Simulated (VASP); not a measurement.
Runs of VASP 6.6.1 on GaP. The structure is that of space group F-43m (No. 216), or close to it. The cells are those of the table. 

| task | cell | k mesh | smearing | gap on the mesh (eV) | pressure (GPa) |
| --- | --- | --- | --- | --- | --- |
| single point | a = 3.812 Å, angles 60.0°, 2 atoms | 10 × 10 × 10 | gaussian 0.02 eV | 1.40 | 0.1 |
| relaxation of cell and atoms | relaxed from a = 3.854 Å, angles 60.0°, 2 atoms | 8 × 8 × 8 | gaussian 0.02 eV | 1.43 | 0.0 |
| single point | a = 3.854 Å, angles 60.0°, 2 atoms | 6 × 6 × 6 | gaussian 0.1 eV | (a) | -2.7 |
| single point | a = 3.812 Å, angles 60.0°, 2 atoms | 8 × 8 × 8 | gaussian 0.02 eV | 1.43 | 0.1 |

Alike in all rows: level LDA; potentials or basis VASP PAW LDA potentials, release 64 (Ga_d, P); no spin polarisation; cutoff (eV) 500.

**Question.** Fill in the values left out.

**Answer.** (a) 1.49.

A k mesh can miss the band edges, and the runs leave out spin-orbit coupling on Ga.
